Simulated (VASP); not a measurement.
# La (P6_3/mmc) in VASP: a series of runs

Runs on La. Level: PBE. Tasks: electric field gradients.

All numbers are computed with VASP 6.6.1; they aren't measurements. Logs are shortened: lines on timing, memory, paths and dates and some standing lists are left out, and cuts for length are marked.

### Step 1. The cell of the first run

It takes space group P6_3/mmc (No. 194, hexagonal). Conventional cell: a = 3.769 Å, b = 3.769 Å, c = 6.009 Å, α = 90.00°, β = 90.00°, γ = 120.00°. Within 4.9 Å of La (site symmetry -6m2) lie 12 La at 3.71 to 3.77 Å.

### Step 2. Electric field gradients, PBE (z stretched by -1 % at fixed volume)

File INCAR:

```
PREC     = Accurate       # precision mode
ENCUT    = 520            # plane-wave cutoff, eV
EDIFF    = 1E-8           # SCF threshold, eV
ISMEAR   = -1             # smearing method
SIGMA    = 0.05           # smearing width, eV
LREAL    = False          # projectors in reciprocal space
LASPH    = True           # aspherical terms in the spheres
NELM     = 60             # most SCF steps
ALGO     = Normal         # electronic algorithm
ISIF     = 2              # what is computed and relaxed
LWAVE    = False          # write WAVECAR
LCHARG   = False          # write CHGCAR
GGA      = PE             # functional
LEFG     = True         
NBANDS   = 18             # bands
```

File KPOINTS:

```
Automatic mesh
0
Gamma
  11 11 6
```

File POSCAR:

```
La
1.0
    3.7688938684      0.0000000000      0.0000000000
   -1.8844469342      3.2639578342      0.0000000000
    0.0000000000      0.0000000000      6.0093000000
La
2
Direct
    0.3333333333      0.6666666667      0.2500000000
    0.6666666667      0.3333333333      0.7500000000
```

Potentials or basis: VASP PAW PBE potentials, release 64 (La).

Launch:

```
> cat potpaw_PBE.64/La/POTCAR > POTCAR
> mpirun -np 1 vasp_std > vasp.out
```

OUTCAR:

```text
PREC = Accurate
   ENCUT = 520
   EDIFF = 1E-8
   ISMEAR = -1
   LREAL = False
   LASPH = True
   NELM = 60
   ISIF = 2
   GGA = PE

 ion  position               nearest neighbor table
   1  0.333  0.667  0.250-
   2  0.667  0.333  0.750-

  LATTYP: Found a hexagonal cell.
 ALAT       =     3.7688938684
 C/A-ratio  =     1.5944465962

  Lattice vectors:

 A1 = (   3.7688938684,   0.0000000000,   0.0000000000)
 A2 = (  -1.8844469342,   3.2639578342,   0.0000000000)
 A3 = (   0.0000000000,   0.0000000000,   6.0093000000)

Analysis of symmetry for initial positions (statically):
=====================================================================
 Subroutine PRICEL returns:
 Original cell was already a primitive cell.

 Routine SETGRP: Setting up the symmetry group for a
 hexagonal supercell.

 Subroutine GETGRP returns: Found 24 space group operations
 (whereof 12 operations were pure point group operations)
 out of a pool of 24 trial point group operations.

The static configuration has the point symmetry D_3d.
 The point group associated with its full space group is D_6h.

Analysis of symmetry for dynamics (positions and initial velocities):
=====================================================================
 Subroutine PRICEL returns:
 Original cell was already a primitive cell.

 Routine SETGRP: Setting up the symmetry group for a
 hexagonal supercell.

 Subroutine GETGRP returns: Found 24 space group operations
 (whereof 12 operations were pure point group operations)
 out of a pool of 24 trial point group operations.

The dynamic configuration has the point symmetry D_3d.
 The point group associated with its full space group is D_6h.

 Subroutine INISYM returns: Found 24 space group operations
 (whereof 12 operations are pure point group operations),
 and found     1 'primitive' translations

----------------------------------------------------------------------------------------

                                     Primitive cell

  volume of cell :      73.9235

  direct lattice vectors                    reciprocal lattice vectors
     3.768893868  0.000000000  0.000000000     0.265329838  0.153188253  0.000000000
    -1.884446934  3.263957834  0.000000000     0.000000000  0.306376507  0.000000000
     0.000000000  0.000000000  6.009300000     0.000000000  0.000000000  0.166408733

  length of vectors
     3.768893868  3.768893868  6.009300000     0.306376507  0.306376507  0.166408733

  position of ions in fractional coordinates (direct lattice)
     0.333333333  0.666666667  0.250000000
     0.666666667  0.333333333  0.750000000

  ion indices of the primitive-cell ions
   primitive index   ion index
                 1           1
                 2           2

----------------------------------------------------------------------------------------

 KPOINTS: Automatic mesh

Automatic generation of k-mesh.
 Grid dimensions read from file:
 generate k-points for:   11   11    6

 Generating k-lattice:

  Cartesian coordinates                     Fractional coordinates (reciprocal lattice)
     0.024120894  0.013926205  0.000000000     0.090909091 -0.000000000  0.000000000
     0.000000000  0.027852410  0.000000000     0.000000000  0.090909091  0.000000000
     0.000000000  0.000000000  0.027734789     0.000000000  0.000000000  0.166666667

  Length of vectors
     0.027852410  0.027852410  0.027734789

  Shift w.r.t. Gamma in fractional coordinates (k-lattice)
     0.000000000  0.000000000  0.000000000

 Subroutine IBZKPT returns following result:
 ===========================================

 Found     64 irreducible k-points:

 Following reciprocal coordinates:
            Coordinates               Weight
  0.000000  0.000000  0.000000      1.000000
  0.090909 -0.000000  0.000000      6.000000
  0.181818  0.000000  0.000000      6.000000
  0.272727  0.000000  0.000000      6.000000
  0.363636  0.000000  0.000000      6.000000
  0.454545  0.000000  0.000000      6.000000
[... 16 lines left out ...]
  0.090909  0.090909  0.166667     12.000000
  0.181818  0.090909  0.166667     24.000000
 [... further k-points ...]
   k-points           NKPTS =     64   k-points in BZ     NKDIM =     64   number of bands    NBANDS=     18
   number of dos      NEDOS =    301   number of ions     NIONS =      2
   total plane-waves  NPLWV =  37632
   dimension x,y,z NGX =    28 NGY =   28 NGZ =   48
   dimension x,y,z NGXF=    56 NGYF=   56 NGZF=   96
   ions per type =               2
   NGX,Y,Z   is equivalent  to a cutoff of  12.35, 12.35, 13.28 a.u.
   NGXF,Y,Z  is equivalent  to a cutoff of  24.70, 24.70, 26.56 a.u.
 SYSTEM =  unknown system
   PREC   = accura    normal or accurate (medium, high low for compatibility)
   ISTART =      0    job   : 0-new  1-cont  2-samecut
   ICHARG =      2    charge: 1-file 2-atom 10-const
   ISPIN  =      1    spin polarized calculation?
   LNONCOLLINEAR =      F non collinear calculations
   LSORBIT =      F    spin-orbit coupling
   LASPH  =      T    aspherical Exc in radial PAW
   ENCUT  =  520.0 eV  38.22 Ry    6.18 a.u.   7.01  7.01 11.17*2*pi/ulx,y,z
   NELM   =     60;   NELMIN=  2; NELMDL= -5     # of ELM steps
   EDIFF  = 0.1E-07   stopping-criterion for ELM
   LREAL  =      F    real-space projection
   EDIFFG = 0.1E-06   stopping-criterion for IOM
   NSW    =      0    number of steps for IOM
   IBRION =     -1    ionic relax: 0-MD 1-quasi-New 2-CG
   NFREE  =      0    steps in history (QN), initial steepest desc. (CG)
   ISIF   =      2    stress and relaxation
   ISYM   =      2    0-nonsym 1-usesym 2-fastsym
   POTIM  = 0.5000    time-step for ionic-motion
   TEBEG  =    0.0;   TEEND  =   0.0 temperature during run
   PSTRESS=    0.0 pullay stress
   NELECT =      22.0000    total number of electrons
   NUPDOWN=      -1.0000    fix difference up-down
   EMIN   =  10.00;   EMAX   =-10.00  energy-range for DOS
   EFERMI =   0.00;   METHOD = LEGACY
   ISMEAR =    -1;   SIGMA  =   0.05  broadening in eV -4-tet -1-fermi 0-gaus
   EFERMI_NEDOS =   21; number of points for ismear=-14 and -15
   IALGO  =     38    algorithm
   IMIX   =      4    mixing-type and parameters
     AMIX     =   0.40;   BMIX     =  1.00
     AMIX_MAG =   1.60;   BMIX_MAG =  1.00
  volume/ion in A,a.u.               =      36.96       249.43
  Fermi-wavevector in a.u.,A,eV,Ry     =   1.093004  2.065477 16.254295  1.194657
  Thomas-Fermi vector in A             =   2.229280
   LORBIT       =      0    0 simple, 1 ext, 2 COOP (PROOUT), +10 PAW based schemes
   GGA     = PE    functional components
   LHFCALC =     F    Hartree Fock is set to
   AEXX    =    0.0000 exact exchange contribution
   IVDW    =     0    specifies the selected vdW correction
   LEPSILON=     F    determine dielectric tensor
   LRPA    =     F    only Hartree local field effects (RPA)
 non-spin polarized calculation
  energy-cutoff  :      520.00
  volume of cell :       73.92
 maximum number of plane-waves:      2006
 NGX is ok and might be reduce to    28
   NGX = 13   NGY = 13   NGZ = 23

 number of electron      21.9999997 magnetization

 Free energy of the ion-electron system (eV)
  ---------------------------------------------------
  ext. energy  EPLUGINS =         0.00000000
  ---------------------------------------------------
  free energy    TOTEN  =        -9.72474136 eV

  energy without entropy =       -9.69179095  energy(sigma->0) =       -9.70826616

 E-fermi :   7.9035     XC(G=0):  -9.5800

 val. band max:        7.8952347818   @ k =   0.1818   0.1818   0.3333
 cond. band min:       7.9228956296   @ k =   0.0909   0.0909   0.5000
 fundamental gap:      0.0276608478
 Fermi energy:         7.9035386997

 k-point     1 :       0.0000    0.0000    0.0000
  band No.  band energies     occupation
      1     -24.9497      2.00000
      2     -24.7317      2.00000
      3      -9.3593      2.00000
      4      -8.1580      2.00000
      5      -8.1580      2.00000
      6      -7.9565      2.00000
[... 10 lines left out ...]
     17       9.5690      0.00000
     18       9.6903      0.00000

 k-point     2 :       0.0909   -0.0000    0.0000
  band No.  band energies     occupation
      1     -24.9366      2.00000
      2     -24.7261      2.00000
      3      -9.3244      2.00000
      4      -8.2449      2.00000
      5      -8.1859      2.00000
      6      -8.0462      2.00000
[... 10 lines left out ...]
     17       9.5815      0.00000
     18       9.6033      0.00000

 k-point     3 :       0.1818    0.0000    0.0000
  band No.  band energies     occupation
      1     -24.9002      2.00000
      2     -24.7117      2.00000
      3      -9.2246      2.00000
      4      -8.4742      2.00000
      5      -8.2744      2.00000
      6      -8.2568      2.00000
[... 10 lines left out ...]
     17       9.6803      0.00000
     18       9.7073      0.00000

 k-point     4 :       0.2727    0.0000    0.0000
  band No.  band energies     occupation
      1     -24.8495      2.00000
      2     -24.6953      2.00000
      3      -9.0750      2.00000
      4      -8.7652      2.00000
      5      -8.5508      2.00000
      6      -8.3434      2.00000
[... 375 lines left out ...]
      4      -8.9992      2.00000
      5      -8.6487      2.00000
      6      -8.4393      2.00000
[... 10 lines left out ...]
     17       9.7657      0.00000
     18       9.8145      0.00000

 k-point    23 :       0.0909    0.0909    0.1667
  band No.  band energies     occupation
      1     -24.8991      2.00000
      2     -24.7296      2.00000
      3      -9.1888      2.00000
      4      -8.3574      2.00000
      5      -8.3104      2.00000
      6      -8.1903      2.00000
[... 10 lines left out ...]
     17       9.6893      0.00000
     18       9.7421      0.00000

 k-point    24 :       0.1818    0.0909    0.1667
  band No.  band energies     occupation
      1     -24.8572      2.00000
      2     -24.7122      2.00000
      3      -9.1004      2.00000
      4      -8.5900      2.00000
      5      -8.5220      2.00000
      6      -8.2904      2.00000
[... 10 lines left out ...]
     17       9.6912      0.00000
     18       9.7283      0.00000

 [... further k-points ...]

------------------------ aborting loop because EDIFF is reached ----------------------------------------

  FORCE on cell =-STRESS in cart. coord.  units (eV):
  Direction    XX          YY          ZZ          XY          YZ          ZX
  --------------------------------------------------------------------------------------
  -------------------------------------------------------------------------------------
  Total        0.2154825      0.2154825      0.3151326      0.0000000     -0.0000000     -0.0000000
  in kB        4.6702504      4.6702504      6.8300137      0.0000000     -0.0000000     -0.0000000
  external PRESSURE =       5.3901715 kB  Pullay stress =       0.0000000 kB

 VOLUME and BASIS-vectors are now :
 -----------------------------------------------------------------------------
  energy-cutoff  :      520.00
  volume of cell :       73.92
      direct lattice vectors                 reciprocal lattice vectors
     3.768893868  0.000000000  0.000000000     0.265329838  0.153188253  0.000000000
    -1.884446934  3.263957834  0.000000000     0.000000000  0.306376507  0.000000000
     0.000000000  0.000000000  6.009300000     0.000000000  0.000000000  0.166408733

 POSITION                                       TOTAL-FORCE (eV/Angst)
 -----------------------------------------------------------------------------------
     -0.00000      2.17597      1.50232         0.000000      0.000000      0.000000
      1.88445      1.08799      4.50697        -0.000000     -0.000000      0.000000
 -----------------------------------------------------------------------------------
    total drift:                               -0.000000      0.000000     -0.000000

  FREE ENERGIE OF THE ION-ELECTRON SYSTEM (eV)
  ---------------------------------------------------
  free  energy   TOTEN  =        -9.7247413649 eV

  energy  without entropy=       -9.6917909459  energy(sigma->0) =       -9.70826616

 Electric field gradients (V/A^2)
---------------------------------------------------------------------
 ion       V_xx      V_yy      V_zz      V_xy      V_xz      V_yz
---------------------------------------------------------------------
   1     -12.309   -12.309    24.618     0.001     0.000    -0.000
   2     -12.309   -12.309    24.618     0.001    -0.000     0.000
---------------------------------------------------------------------

 Electric field gradients after diagonalization (V/A^2)
 (convention: |V_zz| > |V_xx| > |V_yy|)
----------------------------------------------------------------------
 ion       V_xx      V_yy      V_zz     asymmetry (V_yy - V_xx)/ V_zz
----------------------------------------------------------------------
   1     -12.310   -12.308    24.618       0.000
   2     -12.310   -12.308    24.618       0.000
----------------------------------------------------------------------

           NMR quadrupolar parameters

 Cq : quadrupolar parameter    Cq=e*Q*V_zz/h
 eta: asymmetry parameters     (V_yy - V_xx)/ V_zz
 Q  : nuclear electric quadrupole moment in mb (millibarn)
----------------------------------------------------------------------
 ion       Cq(MHz)       eta       Q (mb)
----------------------------------------------------------------------
   1       0.060       0.000       1.000
   2       0.060       0.000       1.000
----------------------------------------------------------------------
```

It took 78 s on 1 thread of AMD EPYC 9R45 (Zen 5), shared host; peak memory 0.21 GiB.

Results:

```yaml
Free_energy: -9.7247 eV
Pressure: 0.5 GPa
Band_gap_on_the_k_mesh: zero (bands 11 and 12 overlap by 1.50 eV)
Largest_electric_field_gradient_by_atom: La +24.6 V/Å²
```

Stress tensor (GPa, compression positive):
```
0.47 0.00 0.00
0.00 0.47 0.00
0.00 0.00 0.68
```

Levels at points of the mesh, in eV from the Fermi level:
| k point | band 9 | band 10 | band 11 | band 12 | band 13 | band 14 |
| --- | --- | --- | --- | --- | --- | --- |
| (0.00, 0.00, 0.00) | -3.16 | -1.76 | 1.14 | 1.30 | 1.30 | 1.56 |
| (0.00, 0.00, 0.50) | -1.83 | -1.83 | 0.63 | 0.63 | 1.33 | 1.33 |

Electric field gradients, principal values (V/Å²):
```csv
atom,least,middle,greatest (by size)
1 La,-12.308,-12.310,24.618
2 La,-12.308,-12.310,24.618
```

Caveat: without QUAD_EFG the Cq values of the log hold for a quadrupole moment of 1 mb, not for the nuclei; spin-orbit coupling is left out, which moves the levels of the heavy elements.

(Continued in part 2 of 3.)

The gap in the log of VASP goes by the Fermi energy; the results here count the filled bands.